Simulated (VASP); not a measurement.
# Cr (Im-3m) in VASP: notebook, part 2 of 2

VASP 6.6.1. The steps go on from the part before.

### Step 5. Single point, PBE, collinear spin, ferromagnetic start (8.67 Å³/atom)

This run uses another cell than the first one, of 8.67 Å³/atom.

INCAR

```
SYSTEM = Cr
  PREC = Accurate
  ENCUT = 520
  EDIFF = 1E-6
  ISMEAR = -1
  SIGMA = 0.05
  LREAL = .FALSE.
  LASPH = .TRUE.
  NELM = 150
  ALGO = Normal
  ISIF = 2
  LWAVE = .FALSE.
  LCHARG = .FALSE.
  ISPIN = 2
  MAGMOM = 2
  LORBIT = 11
  LMAXMIX = 4
  GGA = PE
  NBANDS = 16
```

KPOINTS

```
regular mesh
0
G
  21 21 21
  0 0 0
```

POSCAR

```
Cr
1.0
   -1.2939906025      1.2939906025      1.2939906025
    1.2939906025     -1.2939906025      1.2939906025
    1.2939906025      1.2939906025     -1.2939906025
Cr
1
Direct
    0.0000000000      0.0000000000      0.0000000000
```

On the command line:

```bash
cat potpaw_PBE.64/Cr_pv/POTCAR > POTCAR
mpirun -np 1 vasp_std > vasp.out
```

Run time: 98 s. Hardware: 1 thread of Intel Xeon 8259CL, shared host; peak memory 0.18 GiB.

The run converged. Its results:

| Item | Value |
| --- | --- |
| Free energy | -8.5763 eV |
| Pressure | 134.6 GPa |
| Band gap on the k mesh | zero (filled and empty bands overlap) |
| Net moment | 0.00 μB per cell |
| Valence electrons inside the program's atomic spheres | Cr 11.87 |

Levels at points of the mesh, in eV from the Fermi level:
Spin up:
```csv
k point,band 4,band 5,band 6,band 7,band 8,band 9
"(0.00, 0.00, 0.00)",-8.74,-1.46,-1.46,-1.46,1.49,1.49
```
Spin down:
| k point | band 4 | band 5 | band 6 | band 7 | band 8 | band 9 |
| --- | --- | --- | --- | --- | --- | --- |
| (0.00, 0.00, 0.00) | -8.74 | -1.46 | -1.46 | -1.46 | 1.49 | 1.49 |

Caveat: the cell stands under pressure.

### Step 6. Single point, PBE, collinear spin, ferromagnetic start (8.67 Å³/atom)

This run uses another cell than the first one, of 8.67 Å³/atom.

INCAR

```
  ALGO = Normal
  EDIFF = 1E-7
  ENCUT = 520
  GGA = PE
  ISIF = 2
  ISMEAR = -1
  ISPIN = 2
  LASPH = T
  LCHARG = T
  LELF = T
  LMAXMIX = 4
  LORBIT = 11
  LREAL = F
  LVHAR = T
  LWAVE = F
  MAGMOM = 2
  NBANDS = 16
  NELM = 150
  PREC = Accurate
  SIGMA = 0.05
```

KPOINTS

```
k-points
0
Gamma
  21 21 21
```

POSCAR is that of step 5.

Potentials or basis: VASP PAW PBE potentials, release 64 (Cr_pv).

On the command line:

```bash
cat potpaw_PBE.64/Cr_pv/POTCAR > POTCAR
mpirun -np 1 vasp_std > vasp.out
```

OUTCAR:

```text
EDIFF = 1E-7
   ENCUT = 520
   GGA = PE
   ISIF = 2
   ISMEAR = -1
   ISPIN = 2
   LASPH = T
   LORBIT = 11
   LREAL = F
   NELM = 150
   PREC = Accurate

 ion  position               nearest neighbor table
   1  0.000  0.000  0.000-

  LATTYP: Found a body centered cubic cell.
 ALAT       =     2.5879812050

  Lattice vectors:

 A1 = (  -1.2939906025,   1.2939906025,   1.2939906025)
 A2 = (   1.2939906025,  -1.2939906025,   1.2939906025)
[... 1121 lines left out ...]
  --------------------------------------------------------------------------------------
  -------------------------------------------------------------------------------------
  Total        7.2822214      7.2822214      7.2822214     -0.0000000      0.0000000      0.0000000
  in kB     1346.2357030   1346.2357030   1346.2357030     -0.0000000      0.0000000      0.0000000
  external PRESSURE =    1346.2357030 kB  Pullay stress =       0.0000000 kB

 VOLUME and BASIS-vectors are now :
 -----------------------------------------------------------------------------
  energy-cutoff  :      520.00
  volume of cell :        8.67
      direct lattice vectors                 reciprocal lattice vectors
    -1.293990603  1.293990603  1.293990603     0.000000000  0.386401570  0.386401570
     1.293990603 -1.293990603  1.293990603     0.386401570  0.000000000  0.386401570
     1.293990603  1.293990603 -1.293990603     0.386401570  0.386401570  0.000000000

 POSITION                                       TOTAL-FORCE (eV/Angst)
 -----------------------------------------------------------------------------------
      0.00000      0.00000      0.00000         0.000000      0.000000      0.000000
 -----------------------------------------------------------------------------------
    total drift:                                0.000000      0.000000      0.000000

  FREE ENERGIE OF THE ION-ELECTRON SYSTEM (eV)
  ---------------------------------------------------
  free  energy   TOTEN  =        -8.5762904058 eV

  energy  without entropy=       -8.5714056463  energy(sigma->0) =       -8.57384803

 total charge

# of ion       s       p       d       tot
------------------------------------------
    1        0.561   6.619   4.691  11.871

 magnetization (x)

# of ion       s       p       d       tot
------------------------------------------
    1       -0.000   0.000   0.000   0.000
```

OSZICAR:

```text
N       E                     dE             d eps       ncg     rms          rms(c)
DAV:   1     0.736189644431E+02    0.73619E+02   -0.62006E+03 19200   0.950E+02
DAV:   2    -0.768031948677E+01   -0.81299E+02   -0.76815E+02 19808   0.248E+02
DAV:   3    -0.893653945837E+01   -0.12562E+01   -0.12546E+01 20728   0.333E+01
DAV:   4    -0.893918903380E+01   -0.26496E-02   -0.26496E-02 21320   0.153E+00
DAV:   5    -0.893919948911E+01   -0.10455E-04   -0.10454E-04 21040   0.857E-02    0.217E+01
DAV:   6    -0.859237433503E+01    0.34683E+00   -0.92231E-01 19256   0.190E+01    0.495E+00
DAV:   7    -0.857805669681E+01    0.14318E-01   -0.52059E-02 20256   0.291E+00    0.280E+00
DAV:   8    -0.858102396165E+01   -0.29673E-02   -0.59816E-03 18992   0.748E-01    0.864E-01
DAV:   9    -0.857685926019E+01    0.41647E-02   -0.85108E-04 21120   0.338E-01    0.323E-01
DAV:  10    -0.857628295668E+01    0.57630E-03   -0.36621E-04 20048   0.225E-01    0.827E-02
DAV:  11    -0.857629693290E+01   -0.13976E-04   -0.12319E-05 20192   0.341E-02    0.231E-02
DAV:  12    -0.857629355612E+01    0.33768E-05   -0.13957E-06 21432   0.940E-03    0.104E-02
DAV:  13    -0.857629050377E+01    0.30523E-05   -0.28655E-07 16984   0.436E-03    0.176E-03
DAV:  14    -0.857629040585E+01    0.97925E-07   -0.16265E-08 10264   0.144E-03
   1 F= -.85762904E+01 E0= -.85738480E+01  d E =-.488476E-02  mag=     0.0000
```

Wall time 94 s (1 thread of Intel Xeon 8259CL, shared host); peak memory 0.17 GiB.

What came out:

* Free energy: -8.5763 eV
* Pressure: 134.6 GPa
* Band gap on the k mesh: zero (filled and empty bands overlap)
* Net moment: 0.00 μB per cell
* Valence electrons inside the program's atomic spheres: Cr 11.87

Levels at points of the mesh, in eV from the Fermi level:
Spin up:
| k point | band 2 | band 3 | band 4 | band 5 | band 6 | band 7 | band 8 | band 9 | band 10 | band 11 |
| --- | --- | --- | --- | --- | --- | --- | --- | --- | --- | --- |
| (0.00, 0.00, 0.00) | -42.30 | -42.30 | -8.74 | -1.46 | -1.46 | -1.46 | 1.49 | 1.49 | 7.28 | 24.40 |
Spin down:
```csv
k point,band 2,band 3,band 4,band 5,band 6,band 7,band 8,band 9,band 10,band 11
"(0.00, 0.00, 0.00)",-42.30,-42.30,-8.74,-1.46,-1.46,-1.46,1.49,1.49,7.28,24.40
```

Caveat: the cell stands under pressure.
